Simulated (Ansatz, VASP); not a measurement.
Au: VASP beside Ansatz

File INCAR:

```
SYSTEM = Au
PREC     = Accurate       ! precision mode
ENCUT    = 520            ! plane-wave cutoff, eV
EDIFF    = 1E-7           ! SCF threshold, eV
ISMEAR   = 0              ! smearing method
SIGMA    = 0.15           ! smearing width, eV
LREAL    = .FALSE.        ! projectors in reciprocal space
LASPH    = .TRUE.         ! aspherical terms in the spheres
NELM     = 100            ! most SCF steps
ALGO     = Fast           ! electronic algorithm
ISIF     = 2              ! what is computed and relaxed
LWAVE    = .FALSE.        ! write WAVECAR
LCHARG   = .TRUE.         ! write CHGCAR
GGA      = PE             ! functional
LELF     = .TRUE.         ! ELF
LVHAR    = .TRUE.       
NBANDS   = 18             ! bands
```

File KPOINTS:

```
regular mesh
0
G
  14 14 8
  0 0 0
```

Contents of POSCAR:

```
Au
1.0
    1.4327106727     -2.5703810381      0.0000000000
    1.4327106727      2.5703810381      0.0000000000
    0.0000000000      0.0000000000      4.8921328885
Au
2
Direct
    0.6639514438      0.3360485562      0.2500000000
    0.3360485562      0.6639514438      0.7500000000
```

Input for Ansatz:

```yaml
crystal:
  lattice:
    - [1.4327106727, -2.5703810381, 0.0]
    - [1.4327106727, 2.5703810381, 0.0]
    - [0.0, 0.0, 4.8921328885]
  atoms:
    - { symbol: Au, position: [0.6639514438, 0.3360485562, 0.25] }
    - { symbol: Au, position: [0.3360485562, 0.6639514438, 0.75] }
basis:
  ecutwfc: 420
kpoints:
  mp_grid: { grid: [14, 14, 8] }
hamiltonian:
  xc: pbe
scf:
  occupations: { method: gaussian, width: 0.15 }
output:
  forces: true
  stress: true
  eigenvalues: true
  write_density: true
  write_potential: true
  elf: true
  volumetric_format: npy
```

Alike in both runs: task single point; functional PBE; k mesh 14 × 14 × 8; occupations gaussian, width 0.15 eV; no spin polarisation.

|  | VASP | Ansatz |
| --- | --- | --- |
| version | VASP 6.6.1 | Ansatz 0.2.0 |
| potentials or method | VASP PAW PBE potentials, release 64 (Au), cutoff 520 eV | scalar-relativistic, plane waves, PAW |
| valence electrons in the cell | 22 | 38 |

|  | VASP | Ansatz | Ansatz less VASP |
| --- | --- | --- | --- |
| gap on the k mesh at the Fermi level (eV) | none | none | - |
| pressure (GPa) | -0.2 | 0.0 | +0.23 |
| traceless stress, the component that is largest in VASP (GPa) | -0.06 | -0.05 | +0.002 |

A gap of «none» marks a metal or a gap that the smearing closes. The functional is the same, so the differences come from potentials, cutoffs and numerics. VASP's potentials hold 22 valence electrons a cell and Ansatz's 38, so a difference there can come from the potentials and not from the codes.

Neither program's run includes spin-orbit coupling.
